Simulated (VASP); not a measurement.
Write the native input for VASP 6.6.1 that does the following.

- Task: single point
- Functional: BLYP
- Potentials or basis: VASP PAW PBE potentials, release 64 (Ta_pv)
- Cutoff: 520 eV
- k mesh: 22 × 22 × 22
- Occupations: fermi-dirac, width 0.1 eV
- Spin: no spin polarisation
- Dipole correction: no
- Further INCAR settings: ALGO = Normal; EDIFF = 1e-06; NBANDS = 12

The structure of Ta lies in POSCAR:

```
Ta
1.0
   -1.6778374693      1.6778374693      1.6778374693
    1.6778374693     -1.6778374693      1.6778374693
    1.6778374693      1.6778374693     -1.6778374693
Ta
1
Direct
    0.0000000000      0.0000000000      0.0000000000
```

The input as run:

INCAR

```
PREC = Accurate ; ENCUT = 520
EDIFF = 1E-6 ; ISMEAR = -1
SIGMA = 0.1 ; LREAL = False
LASPH = True ; NELM = 80
ALGO = Normal ; ISIF = 2
LWAVE = False ; LCHARG = False
GGA = B5 ; ALDAX = 1.0
AGGAX = 1.0 ; AGGAC = 1.0
ALDAC = 0.0 ; NBANDS = 12
```

KPOINTS

```
regular mesh
0
Gamma
  22 22 22
```

Potentials or basis: VASP PAW PBE potentials, release 64 (Ta_pv).

The run is started by

```sh
$ cat potpaw_PBE.64/Ta_pv/POTCAR > POTCAR
$ mpirun -np 1 vasp_std > vasp.out
```

It gave:

```yaml
Pressure: 0.7 GPa
```

Caveat: the PAW data sets were made with another functional, which shifts forces and pressure a little.

It took 74 s on 1 thread of Intel Xeon 8259CL (shared host), peak memory 0.2 GiB.
